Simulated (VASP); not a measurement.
BiTe:

```
Bi Te
1.0
     2.37325    1.37020    3.24957
    -2.37325    1.37020    3.24957
     0.00000   -2.74039    3.24957
Bi Te
1 1
Cartesian
  0.0000 0.0000 4.8744
  0.0000 0.0000 0.0000
```

Base run:

| Quantity | Value |
| --- | --- |
| Program | VASP 6.6.1 |
| Functional | PBE |
| Potentials or basis | VASP PAW PBE potentials, release 64 (Bi_d, Te) |
| Cutoff | 520 eV |
| k mesh | 7 × 7 × 7 |
| Occupations | fermi-dirac, width 0.05 eV |
| Spin | no spin polarisation |

Its results: pressure 3.6 GPa.

Question: The run is repeated on the same cell with these changes: functional from PBE to PBEsol. What comes out?

Answer: Pressure 0.8 GPa.

PBEsol binds more tightly than PBE, so the same cell stands under less pressure.

Caveats: the PAW data sets were made with another functional, which shifts forces and pressure a little (some runs).
